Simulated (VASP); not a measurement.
Runs of VASP 6.6.1 on Al. The structure is that of space group P6_3/mmc (No. 194), or close to it. The cells are those of the table. 

| cell | gap on the mesh (eV) | pressure (GPa) |
| --- | --- | --- |
| a = 2.672, b = 2.672, c = 4.624 Å, angles 90.0, 90.0, 120.0°, 2 atoms | none | 10.3 |
| a = 2.672, b = 2.672, c = 4.867 Å, angles 90.0, 90.0, 120.0°, 2 atoms | none | 5.6 |
| a = 2.672, b = 2.672, c = 4.989 Å, angles 90.0, 90.0, 120.0°, 2 atoms | none | (a) |
| a = 2.742, b = 2.742, c = 4.624 Å, angles 90.0, 90.0, 120.0°, 2 atoms | none | (b) |
| a = 2.812, b = 2.812, c = 4.624 Å, angles 90.0, 90.0, 120.0°, 2 atoms | none | -0.8 |

Alike in all rows: task single point; level PBEsol+D3(BJ); potentials or basis VASP PAW PBE potentials, release 64 (Al); no spin polarisation; k mesh 18 × 18 × 10; cutoff (eV) 520; smearing gaussian 0.15 eV.

Task: Estimate the missing entries.

Result: (a) 3.8; (b) 4.0.

Caveats: the PAW data sets were made with another functional, which shifts forces and pressure a little; pairwise dispersion overbinds metals, which lowers pressure and volume.

A gap of «none» marks levels without a gap at the run's occupations.
